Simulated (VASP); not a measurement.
# WSe2 in VASP: relaxation of the atoms with PBEsol

Aim: the relaxation of the atoms of WSe2 with PBEsol.

Program: VASP 6.6.1. These are calculated values, not measurements. Logs are shortened: lines on timing, memory, paths and dates and some standing lists are left out, and cuts for length are marked.

## (1) The cell of the first run

The cell holds a slab with vacuum, 3 atoms: a = 3.270 Å, b = 3.270 Å, c = 17.328 Å, α = 90.00°, β = 90.00°, γ = 120.00°.

## (2) Relaxation of the atoms, PBEsol (strain along c alone, the other axes held: +4.0 %)

The input, INCAR:

```
  PREC = Accurate
  ENCUT = 520
  EDIFF = 1E-7
  ISMEAR = 0
  SIGMA = 0.02
  LREAL = False
  LASPH = True
  NELM = 60
  ALGO = Normal
  ISIF = 2
  LWAVE = False
  LCHARG = False
  GGA = PS
  IBRION = 2
  NSW = 60
  EDIFFG = -0.008
```

The input, KPOINTS:

```
Automatic mesh
0
Gamma
  12 12 2
```

The input, POSCAR:

```
WSe2
1.0
    3.2702526708      0.0000000000      0.0000000000
   -1.6351263354      2.8321218897      0.0000000000
    0.0000000000      0.0000000000     17.3276655574
W Se
1 2
Direct
    0.0000000000      0.0000000000      0.0000000000
    0.3333333333      0.6666666667      0.0984267340
    0.3333333333      0.6666666667      0.9015732660
```

Potentials or basis: VASP PAW PBE potentials, release 64 (W_sv, Se).

The run is started by

```sh
$ cat potpaw_PBE.64/W_sv/POTCAR potpaw_PBE.64/Se/POTCAR > POTCAR
$ mpirun -np 1 vasp_std > vasp.out
```

OUTCAR:

```text
PREC = Accurate
   ENCUT = 520
   EDIFF = 1E-7
   ISMEAR = 0
   LREAL = False
   LASPH = True
   NELM = 60
   ISIF = 2
   GGA = PS
   IBRION = 2
   NSW = 60
   EDIFFG = -0.008

 ion  position               nearest neighbor table
   1  0.000  0.000  0.000-   2 2.54   3 2.54   2 2.54   3 2.54   2 2.54   3 2.54
   2  0.333  0.667  0.098-   1 2.54   1 2.54   1 2.54
   3  0.333  0.667  0.902-   1 2.54   1 2.54   1 2.54

  LATTYP: Found a hexagonal cell.
 ALAT       =     3.2702526708
 C/A-ratio  =     5.2985708756

  Lattice vectors:

 A1 = (   3.2702526708,   0.0000000000,   0.0000000000)
 A2 = (  -1.6351263354,   2.8321218897,   0.0000000000)
 A3 = (   0.0000000000,   0.0000000000,  17.3276655574)

Analysis of symmetry for initial positions (statically):
=====================================================================
 Subroutine PRICEL returns:
 Original cell was already a primitive cell.

 Routine SETGRP: Setting up the symmetry group for a
 hexagonal supercell.

 Subroutine GETGRP returns: Found 12 space group operations
 (whereof 12 operations were pure point group operations)
 out of a pool of 24 trial point group operations.

The static configuration has the point symmetry D_3h.

Analysis of symmetry for dynamics (positions and initial velocities):
=====================================================================
 Subroutine PRICEL returns:
 Original cell was already a primitive cell.

 Routine SETGRP: Setting up the symmetry group for a
 hexagonal supercell.

 Subroutine GETGRP returns: Found 12 space group operations
 (whereof 12 operations were pure point group operations)
 out of a pool of 24 trial point group operations.

The dynamic configuration has the point symmetry D_3h.

 Subroutine INISYM returns: Found 12 space group operations
 (whereof 12 operations are pure point group operations),
 and found     1 'primitive' translations

----------------------------------------------------------------------------------------

                                     Primitive cell

  volume of cell :     160.4846

  direct lattice vectors                    reciprocal lattice vectors
     3.270252671  0.000000000  0.000000000     0.305786770  0.176546074  0.000000000
    -1.635126335  2.832121890  0.000000000     0.000000000  0.353092147  0.000000000
     0.000000000  0.000000000 17.327665557     0.000000000  0.000000000  0.057711179
[... 89 lines left out ...]
   NSW    =     60    number of steps for IOM
   IBRION =      2    ionic relax: 0-MD 1-quasi-New 2-CG
   NFREE  =      1    steps in history (QN), initial steepest desc. (CG)
   ISIF   =      2    stress and relaxation
   ISYM   =      2    0-nonsym 1-usesym 2-fastsym
   POTIM  = 0.5000    time-step for ionic-motion
   TEBEG  =    0.0;   TEEND  =   0.0 temperature during run
   PSTRESS=    0.0 pullay stress
   NELECT =      26.0000    total number of electrons
   NUPDOWN=      -1.0000    fix difference up-down
   EMIN   =  10.00;   EMAX   =-10.00  energy-range for DOS
   EFERMI =   0.00;   METHOD = LEGACY
   ISMEAR =     0;   SIGMA  =   0.02  broadening in eV -4-tet -1-fermi 0-gaus
   EFERMI_NEDOS =   21; number of points for ismear=-14 and -15
   IALGO  =     38    algorithm
   IMIX   =      4    mixing-type and parameters
     AMIX     =   0.40;   BMIX     =  1.00
     AMIX_MAG =   1.60;   BMIX_MAG =  1.00
  volume/ion in A,a.u.               =      53.49       361.00
  Fermi-wavevector in a.u.,A,eV,Ry     =   0.892459  1.686503 10.836805  0.796483
  Thomas-Fermi vector in A             =   2.014411
   LORBIT       =      0    0 simple, 1 ext, 2 COOP (PROOUT), +10 PAW based schemes
   GGA     = PS    functional components
   LHFCALC =     F    Hartree Fock is set to
   AEXX    =    0.0000 exact exchange contribution
   IVDW    =     0    specifies the selected vdW correction
   LEPSILON=     F    determine dielectric tensor
   LRPA    =     F    only Hartree local field effects (RPA)
 conjugate gradient relaxation of ions
 non-spin polarized calculation
 Gauss-broadening in eV      SIGMA  =   0.02
  energy-cutoff  :      520.00
  volume of cell :      160.48
 maximum number of plane-waves:      4374
   NGX = 13   NGY = 13   NGZ = 65

--------------------------------------- Ionic step        1  -------------------------------------------

 number of electron      26.0000000 magnetization

 Free energy of the ion-electron system (eV)
  ---------------------------------------------------
  ext. energy  EPLUGINS =         0.00000000
  ---------------------------------------------------
  free energy    TOTEN  =       -23.22012314 eV

  energy without entropy =      -23.22012314  energy(sigma->0) =      -23.22012314

------------------------ aborting loop because EDIFF is reached ----------------------------------------

  FORCE on cell =-STRESS in cart. coord.  units (eV):
  Direction    XX          YY          ZZ          XY          YZ          ZX
  --------------------------------------------------------------------------------------
  -------------------------------------------------------------------------------------
  Total       -0.5697906     -0.5697906     -1.7338178      0.0000000      0.0000000      0.0000000
  in kB       -5.6884319     -5.6884319    -17.3093485      0.0000000      0.0000000      0.0000000
  external PRESSURE =      -9.5620708 kB  Pullay stress =       0.0000000 kB
[... 61 lines left out ...]
--------------------------------------- Ionic step        3  -------------------------------------------

 number of electron      25.9999997 magnetization

 Free energy of the ion-electron system (eV)
  ---------------------------------------------------
  ext. energy  EPLUGINS =         0.00000000
  ---------------------------------------------------
  free energy    TOTEN  =       -23.23517604 eV

  energy without entropy =      -23.23517604  energy(sigma->0) =      -23.23517604

 E-fermi :  -0.8249     XC(G=0):  -4.6439

 val. band max:       -0.9804302703   @ k =   0.3333   0.3333   0.5000
 cond. band min:       0.6953637558   @ k =   0.1667   0.1667   0.0000
 fundamental gap:      1.6757940261
 Fermi energy:        -0.8248747658

 k-point     1 :       0.0000    0.0000    0.0000
  band No.  band energies     occupation
      1     -74.9305      2.00000
      2     -39.1950      2.00000
      3     -39.0433      2.00000
      4     -39.0433      2.00000
      5     -15.8723      2.00000
      6     -14.5826      2.00000
[... 457 lines left out ...]
      4     -39.0877      2.00000
      5     -14.4440      2.00000
      6     -13.8768      2.00000
[... 9 lines left out ...]
     16       2.3065      0.00000
     17       3.3575      0.00000

 [... further k-points ...]
[... 5 lines left out ...]
  --------------------------------------------------------------------------------------
  -------------------------------------------------------------------------------------
  Total        0.0603721      0.0603721     -0.0156541      0.0000000      0.0000000      0.0000000
  in kB        0.6027167      0.6027167     -0.1562808      0.0000000      0.0000000      0.0000000
  external PRESSURE =       0.3497175 kB  Pullay stress =       0.0000000 kB
[... 18 lines left out ...]
  FREE ENERGIE OF THE ION-ELECTRON SYSTEM (eV)
  ---------------------------------------------------
  free  energy   TOTEN  =       -23.2351760389 eV

  energy  without entropy=      -23.2351760389  energy(sigma->0) =      -23.23517604

 reached required accuracy - stopping structural energy minimisation
```

OSZICAR:

```text
N       E                     dE             d eps       ncg     rms          rms(c)
DAV:   1     0.172032175135E+03    0.17203E+03   -0.12049E+04  1588   0.128E+03
DAV:   2    -0.111593067627E+02   -0.18319E+03   -0.17992E+03  1691   0.283E+02
DAV:   3    -0.240451605657E+02   -0.12886E+02   -0.12816E+02  1807   0.713E+01
DAV:   4    -0.242510090842E+02   -0.20585E+00   -0.20542E+00  1701   0.100E+01
[... 38 lines left out ...]
DAV:   3    -0.232351759699E+02    0.45311E-06   -0.37794E-05  1835   0.418E-02    0.393E-02
DAV:   4    -0.232351768052E+02   -0.83533E-06   -0.14021E-05  1488   0.228E-02    0.537E-03
DAV:   5    -0.232351762751E+02    0.53013E-06   -0.39772E-06  1490   0.126E-02    0.236E-03
DAV:   6    -0.232351760393E+02    0.23579E-06   -0.36321E-07  1599   0.339E-03    0.982E-04
DAV:   7    -0.232351760389E+02    0.36562E-09   -0.39521E-08   896   0.116E-03
   3 F= -.23235176E+02 E0= -.23235176E+02  d E =-.150529E-01
```

It took 8.3 min on 1 thread of Oxide Virtual Turin-like, shared host; peak memory 0.31 GiB.

What came out:

* Free energy: -23.2352 eV
* Energy gained by relaxing: 5.0 meV/atom
* Ionic steps: 3
* Band gap on the k mesh: 1.68 eV (least direct gap 1.70 eV)

Step by step:
```
step  energy change (eV)  largest force (eV/Å)  pressure (GPa)
   1              0.0000                0.5051           -0.96
   2             -0.0146                0.0888           -0.14
   3             -0.0151                0.0006            0.03
```

Final structure:
```
CELL_PARAMETERS angstrom
3.27025 0.00000 0.00000
-1.63513 2.83212 0.00000
0.00000 0.00000 17.32767
ATOMIC_POSITIONS crystal
W 0.00000 0.00000 0.00000
Se 0.33333 0.66667 0.09673
Se 0.33333 0.66667 0.90327
```

Levels at points of the mesh, in eV from the valence-band top:
| k point | band 9 | band 10 | band 11 | band 12 | band 13 | band 14 | band 15 | band 16 | band 17 |
| --- | --- | --- | --- | --- | --- | --- | --- | --- | --- |
| (0.00, 0.00, 0.00) | -2.33 | -2.26 | -1.16 | -1.16 | -0.43 | 3.06 | 3.06 | 3.25 | 3.25 |
| (0.50, 0.00, 0.00) | -4.24 | -2.99 | -2.19 | -1.03 | -0.84 | 2.53 | 2.85 | 3.75 | 4.46 |
| (0.00, 0.00, 0.50) | -2.33 | -2.26 | -1.16 | -1.16 | -0.43 | 3.06 | 3.06 | 3.25 | 3.25 |
| (0.50, 0.00, 0.50) | -4.24 | -2.99 | -2.19 | -1.03 | -0.84 | 2.53 | 2.85 | 3.75 | 4.47 |

Caveat: the cell differs from its parent crystal (strain along c alone, the other axes held: +4.0 %); there is no dipole correction, which matters where the two faces differ; the PAW data sets were made with another functional, which shifts forces and pressure a little; spin-orbit coupling is left out, which moves the levels of the heavy elements.
